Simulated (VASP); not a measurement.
# BAs (I-4m2) in VASP: notebook

The runs below take BAs through single point, with PBE.

Everything below comes from runs of VASP 6.6.1. Logs are shortened: lines on timing, memory, paths and dates and some standing lists are left out, and cuts for length are marked.

### 1 The cell of the first run

The structure is tetragonal, space group I-4m2 (No. 119). Conventional cell: a = 3.264 Å, b = 3.264 Å, c = 5.001 Å, α = 90.00°, β = 90.00°, γ = 90.00°. B (site symmetry -4m2) has 4 As at 2.06 Å within 2.7 Å. Within 2.7 Å of As (site symmetry -4m2) lie 4 B at 2.06 Å.

### 2 Single point, PBE (strain -0.040 along x and y, +0.040 along z)

File INCAR:

```
PREC     = Accurate       # precision mode
ENCUT    = 520            # plane-wave cutoff, eV
EDIFF    = 1E-6           # SCF threshold, eV
ISMEAR   = 0              # smearing method
SIGMA    = 0.05           # smearing width, eV
LREAL    = False          # projectors in reciprocal space
LASPH    = True           # aspherical terms in the spheres
NELM     = 80             # most SCF steps
ALGO     = Normal         # electronic algorithm
ISIF     = 2              # what is computed and relaxed
LWAVE    = False          # write WAVECAR
LCHARG   = True           # write CHGCAR
GGA      = PE             # functional
LELF     = True           # ELF
LVHAR    = True         
NBANDS   = 11             # bands
```

File KPOINTS:

```
Automatic mesh
0
Gamma
  10 10 10
```

File POSCAR:

```
BAs
1.0
    0.0000000000      2.3082347151      2.5005876081
    2.3082347151      0.0000000000      2.5005876081
    2.3082347151      2.3082347151      0.0000000000
B As
1 1
Direct
    0.0000000000      0.0000000000      0.0000000000
    0.7500000000      0.7500000000      0.7500000000
```

Potentials or basis: VASP PAW PBE potentials, release 64 (B, As).

Launch:

```bash
$ cat potpaw_PBE.64/B/POTCAR potpaw_PBE.64/As/POTCAR > POTCAR
$ mpirun -np 1 vasp_std > vasp.out
```

OUTCAR:

```text
PREC = Accurate
   ENCUT = 520
   EDIFF = 1E-6
   ISMEAR = 0
   LREAL = False
   LASPH = True
   NELM = 80
   ISIF = 2
   GGA = PE

 ion  position               nearest neighbor table
   1  0.000  0.000  0.000-   2 2.06   2 2.06   2 2.06   2 2.06
   2  0.750  0.750  0.750-   1 2.06   1 2.06   1 2.06   1 2.06

  LATTYP: Found a body centered tetragonal cell.
 ALAT       =     3.2643368392
 C/A-ratio  =     1.5320646926

  Lattice vectors:

 A1 = (  -2.3082347151,   0.0000000000,   2.5005876081)
 A2 = (   2.3082347151,   0.0000000000,   2.5005876081)
 A3 = (   0.0000000000,   2.3082347151,  -2.5005876081)

Analysis of symmetry for initial positions (statically):
=====================================================================
 Subroutine PRICEL returns:
 Original cell was already a primitive cell.

 Routine SETGRP: Setting up the symmetry group for a
 body centered tetragonal supercell.

 Subroutine GETGRP returns: Found  8 space group operations
 (whereof  8 operations were pure point group operations)
 out of a pool of 16 trial point group operations.

The static configuration has the point symmetry D_2d.

Analysis of symmetry for dynamics (positions and initial velocities):
=====================================================================
 Subroutine PRICEL returns:
 Original cell was already a primitive cell.

 Routine SETGRP: Setting up the symmetry group for a
 body centered tetragonal supercell.

 Subroutine GETGRP returns: Found  8 space group operations
 (whereof  8 operations were pure point group operations)
 out of a pool of 16 trial point group operations.

The dynamic configuration has the point symmetry D_2d.

 Subroutine INISYM returns: Found  8 space group operations
 (whereof  8 operations are pure point group operations),
 and found     1 'primitive' translations

----------------------------------------------------------------------------------------

                                     Primitive cell

  volume of cell :      26.6460

  direct lattice vectors                    reciprocal lattice vectors
     0.000000000  2.308234715  2.500587608    -0.216615753  0.216615753  0.199953002
     2.308234715  0.000000000  2.500587608     0.216615753 -0.216615753  0.199953002
     2.308234715  2.308234715  0.000000000     0.216615753  0.216615753 -0.199953002

  length of vectors
     3.403070068  3.403070068  3.264336839     0.365822323  0.365822323  0.365822323

  position of ions in fractional coordinates (direct lattice)
     0.000000000  0.000000000  0.000000000
     0.750000000  0.750000000  0.750000000

  ion indices of the primitive-cell ions
   primitive index   ion index
                 1           1
                 2           2

----------------------------------------------------------------------------------------

 KPOINTS: Automatic mesh

Automatic generation of k-mesh.
 Grid dimensions read from file:
 generate k-points for:   10   10   10

 Generating k-lattice:

  Cartesian coordinates                     Fractional coordinates (reciprocal lattice)
    -0.021661575  0.021661575  0.019995300     0.100000000  0.000000000  0.000000000
     0.021661575 -0.021661575  0.019995300     0.000000000  0.100000000  0.000000000
     0.021661575  0.021661575 -0.019995300     0.000000000  0.000000000  0.100000000

  Length of vectors
     0.036582232  0.036582232  0.036582232

  Shift w.r.t. Gamma in fractional coordinates (k-lattice)
     0.000000000  0.000000000  0.000000000

 Subroutine IBZKPT returns following result:
 ===========================================

 Found    102 irreducible k-points:

 Following reciprocal coordinates:
            Coordinates               Weight
  0.000000  0.000000  0.000000      1.000000
  0.100000 -0.000000  0.000000      8.000000
  0.200000 -0.000000  0.000000      8.000000
  0.300000 -0.000000  0.000000      8.000000
  0.400000 -0.000000  0.000000      8.000000
  0.500000 -0.000000  0.000000      4.000000
[... 16 lines left out ...]
  0.300000  0.300000  0.000000      2.000000
  0.400000  0.300000  0.000000      8.000000
 [... further k-points ...]
   k-points           NKPTS =    102   k-points in BZ     NKDIM =    102   number of bands    NBANDS=     11
   number of dos      NEDOS =    301   number of ions     NIONS =      2
   total plane-waves  NPLWV =  18816
   dimension x,y,z NGX =    28 NGY =   28 NGZ =   24
   dimension x,y,z NGXF=    56 NGYF=   56 NGZF=   48
   ions per type =               1   1
   NGX,Y,Z   is equivalent  to a cutoff of  13.68, 13.68, 12.22 a.u.
   NGXF,Y,Z  is equivalent  to a cutoff of  27.36, 27.36, 24.45 a.u.
 SYSTEM =  unknown system
   PREC   = accura    normal or accurate (medium, high low for compatibility)
   ISTART =      0    job   : 0-new  1-cont  2-samecut
   ICHARG =      2    charge: 1-file 2-atom 10-const
   ISPIN  =      1    spin polarized calculation?
   LNONCOLLINEAR =      F non collinear calculations
   LSORBIT =      F    spin-orbit coupling
   LASPH  =      T    aspherical Exc in radial PAW
   ENCUT  =  520.0 eV  38.22 Ry    6.18 a.u.   6.33  6.33  6.07*2*pi/ulx,y,z
   NELM   =     80;   NELMIN=  2; NELMDL= -5     # of ELM steps
   EDIFF  = 0.1E-05   stopping-criterion for ELM
   LREAL  =      F    real-space projection
   EDIFFG = 0.1E-04   stopping-criterion for IOM
   NSW    =      0    number of steps for IOM
   IBRION =     -1    ionic relax: 0-MD 1-quasi-New 2-CG
   NFREE  =      0    steps in history (QN), initial steepest desc. (CG)
   ISIF   =      2    stress and relaxation
   ISYM   =      2    0-nonsym 1-usesym 2-fastsym
   POTIM  = 0.5000    time-step for ionic-motion
   TEBEG  =    0.0;   TEEND  =   0.0 temperature during run
   PSTRESS=    0.0 pullay stress
   NELECT =       8.0000    total number of electrons
   NUPDOWN=      -1.0000    fix difference up-down
   EMIN   =  10.00;   EMAX   =-10.00  energy-range for DOS
   EFERMI =   0.00;   METHOD = LEGACY
   ISMEAR =     0;   SIGMA  =   0.05  broadening in eV -4-tet -1-fermi 0-gaus
   EFERMI_NEDOS =   21; number of points for ismear=-14 and -15
   IALGO  =     38    algorithm
   IMIX   =      4    mixing-type and parameters
     AMIX     =   0.40;   BMIX     =  1.00
     AMIX_MAG =   1.60;   BMIX_MAG =  1.00
  volume/ion in A,a.u.               =      13.32        89.91
  Fermi-wavevector in a.u.,A,eV,Ry     =   1.096211  2.071538 16.349829  1.201679
  Thomas-Fermi vector in A             =   2.232549
   LORBIT       =      0    0 simple, 1 ext, 2 COOP (PROOUT), +10 PAW based schemes
   GGA     = PE    functional components
   LHFCALC =     F    Hartree Fock is set to
   AEXX    =    0.0000 exact exchange contribution
   IVDW    =     0    specifies the selected vdW correction
   LEPSILON=     F    determine dielectric tensor
   LRPA    =     F    only Hartree local field effects (RPA)
 non-spin polarized calculation
 Gauss-broadening in eV      SIGMA  =   0.05
  energy-cutoff  :      520.00
  volume of cell :       26.65
 maximum number of plane-waves:       738
 NGX is ok and might be reduce to    28
   NGX = 13   NGY = 13   NGZ = 13

 number of electron       8.0000001 magnetization

 Free energy of the ion-electron system (eV)
  ---------------------------------------------------
  ext. energy  EPLUGINS =         0.00000000
  ---------------------------------------------------
  free energy    TOTEN  =       -11.30616290 eV

  energy without entropy =      -11.30616290  energy(sigma->0) =      -11.30616290

 E-fermi :   6.9056     XC(G=0): -10.6894

 val. band max:        6.6699898690   @ k =   0.0000   0.0000   0.0000
 cond. band min:       7.2081444109   @ k =   0.4000   0.0000   0.4000
 fundamental gap:      0.5381545419
 Fermi energy:         6.9056499480

 k-point     1 :       0.0000    0.0000    0.0000
  band No.  band energies     occupation
      1      -9.2241      2.00000
      2       5.8075      2.00000
      3       6.6700      2.00000
      4       6.6700      2.00000
      5       9.5581      0.00000
      6       9.5581      0.00000
      7      10.0644      0.00000
      8      11.2601      0.00000
      9      16.1057      0.00000
     10      18.0990      0.00000
     11      19.2674      0.00000

 k-point     2 :       0.1000   -0.0000    0.0000
  band No.  band energies     occupation
      1      -9.0558      2.00000
      2       4.8709      2.00000
      3       5.8746      2.00000
      4       6.3828      2.00000
      5       9.6702      0.00000
      6       9.9843      0.00000
      7      10.4627      0.00000
      8      12.1151      0.00000
      9      16.7331      0.00000
     10      17.3056      0.00000
     11      19.2069      0.00000

 k-point     3 :       0.2000   -0.0000    0.0000
  band No.  band energies     occupation
      1      -8.5593      2.00000
      2       2.5684      2.00000
      3       5.1380      2.00000
      4       5.8579      2.00000
      5       9.4592      0.00000
      6      10.8045      0.00000
      7      11.0397      0.00000
      8      13.7187      0.00000
      9      16.8151      0.00000
     10      18.0898      0.00000
     11      18.1528      0.00000

 k-point     4 :       0.3000   -0.0000    0.0000
  band No.  band energies     occupation
      1      -7.7699      2.00000
      2       0.2470      2.00000
      3       4.5391      2.00000
      4       5.4125      2.00000
      5       9.1303      0.00000
      6      11.3160      0.00000
      7      11.3890      0.00000
      8      14.9635      0.00000
      9      17.3372      0.00000
     10      18.2079      0.00000
     11      18.7168      0.00000
[... 239 lines left out ...]
 k-point    22 :      -0.2000    0.2000    0.0000
  band No.  band energies     occupation
      1      -7.4258      2.00000
      2       0.6587      2.00000
      3       1.8780      2.00000
      4       5.5909      2.00000
      5      10.8662      0.00000
      6      11.5223      0.00000
      7      12.0210      0.00000
      8      13.3365      0.00000
      9      16.6563      0.00000
     10      19.1335      0.00000
     11      20.6695      0.00000

 k-point    23 :       0.3000    0.3000    0.0000
  band No.  band energies     occupation
      1      -7.4576      2.00000
      2       0.5476      2.00000
      3       3.5839      2.00000
      4       3.5839      2.00000
      5       8.4433      0.00000
      6      10.3267      0.00000
      7      14.9018      0.00000
      8      14.9018      0.00000
      9      16.9042      0.00000
     10      21.1662      0.00000
     11      22.5118      0.00000

 k-point    24 :       0.4000    0.3000    0.0000
  band No.  band energies     occupation
      1      -6.7644      2.00000
      2      -0.5794      2.00000
      3       2.6044      2.00000
      4       3.3177      2.00000
      5       8.7618      0.00000
      6      10.3057      0.00000
      7      15.1988      0.00000
      8      15.6272      0.00000
      9      18.0593      0.00000
     10      22.0175      0.00000
     11      22.8434      0.00000

 [... further k-points ...]
[... 5 lines left out ...]
  --------------------------------------------------------------------------------------
  -------------------------------------------------------------------------------------
  Total        2.1792976      2.1792976     -0.9587737      0.0000000      0.0000000      0.0000000
  in kB      131.0373556    131.0373556    -57.6493852      0.0000000      0.0000000      0.0000000
  external PRESSURE =      68.1417754 kB  Pullay stress =       0.0000000 kB

 VOLUME and BASIS-vectors are now :
 -----------------------------------------------------------------------------
  energy-cutoff  :      520.00
  volume of cell :       26.65
      direct lattice vectors                 reciprocal lattice vectors
     0.000000000  2.308234715  2.500587608    -0.216615753  0.216615753  0.199953002
     2.308234715  0.000000000  2.500587608     0.216615753 -0.216615753  0.199953002
     2.308234715  2.308234715  0.000000000     0.216615753  0.216615753 -0.199953002

 POSITION                                       TOTAL-FORCE (eV/Angst)
 -----------------------------------------------------------------------------------
      0.00000      0.00000      0.00000         0.000000      0.000000      0.000000
      3.46235      3.46235      3.75088        -0.000000     -0.000000     -0.000000
 -----------------------------------------------------------------------------------
    total drift:                                0.000000      0.000000     -0.000000

  FREE ENERGIE OF THE ION-ELECTRON SYSTEM (eV)
  ---------------------------------------------------
  free  energy   TOTEN  =       -11.3061629043 eV

  energy  without entropy=      -11.3061629043  energy(sigma->0) =      -11.30616290
```

Wall time 18 s (1 thread of Intel Xeon Platinum 8488C (Sapphire Rapids), shared host); peak memory 0.17 GiB.

What came out:

```yaml
Free_energy: -11.3062 eV
Pressure: 6.8 GPa
Band_gap_on_the_k_mesh: 0.54 eV, indirect (least direct gap 2.89 eV)
```

Caveat: the cell differs from its parent crystal (strain -0.040 along x and y, +0.040 along z). A k mesh can miss the band edges.

### 3 Single point, PBE (strain -0.040 along x and y, +0.080 along z)

File INCAR:

```
PREC = Accurate
ENCUT = 520
EDIFF = 1E-7
ISMEAR = 0
SIGMA = 0.05
LREAL = F
LASPH = T
NELM = 80
ALGO = Normal
ISIF = 2
LWAVE = F
LCHARG = F
GGA = PE
NBANDS = 11
```

KPOINTS is that of step 2.

File POSCAR:

```
BAs
1.0
    0.0000000000      2.3082347151      2.5967640545
    2.3082347151      0.0000000000      2.5967640545
    2.3082347151      2.3082347151      0.0000000000
B As
1 1
Direct
    0.0000000000      0.0000000000      0.0000000000
    0.7500000000      0.7500000000      0.7500000000
```

Potentials or basis: VASP PAW PBE potentials, release 64 (B, As).

Launch:

```bash
$ cat potpaw_PBE.64/B/POTCAR potpaw_PBE.64/As/POTCAR > POTCAR
$ mpirun -np 1 vasp_std > vasp.out
```

It took 18 s on 1 thread of Intel Xeon Platinum 8488C (Sapphire Rapids), shared host; peak memory 0.17 GiB.

Results (log left out):

* Free energy: -11.2315 eV
* Pressure: 1.3 GPa
* Band gap on the k mesh: 0.31 eV, indirect (least direct gap 2.66 eV)

Stress tensor (GPa, compression positive):
```
 10.62   0.00   0.00
  0.00  10.62   0.00
  0.00   0.00 -17.39
```

Levels at points of the mesh, in eV from the valence-band top:
```csv
k point,band 1,band 2,band 3,band 4,band 5,band 6,band 7,band 8
"(0.00, 0.00, 0.00)",-15.69,-1.29,0.00,0.00,2.66,2.66,3.40,3.83
"(0.50, 0.00, 0.00)",-12.85,-9.09,-2.94,-1.46,1.48,4.62,4.81,8.52
"(0.50, 0.50, 0.00)",-12.21,-9.45,-3.66,-3.66,1.93,2.06,10.60,10.60
"(0.50, 0.00, 0.50)",-11.24,-8.54,-4.85,-4.64,0.57,0.63,9.56,10.99
```

Caveat: the cell differs from its parent crystal (strain -0.040 along x and y, +0.080 along z).

(Part 1 of 2 ends here.)
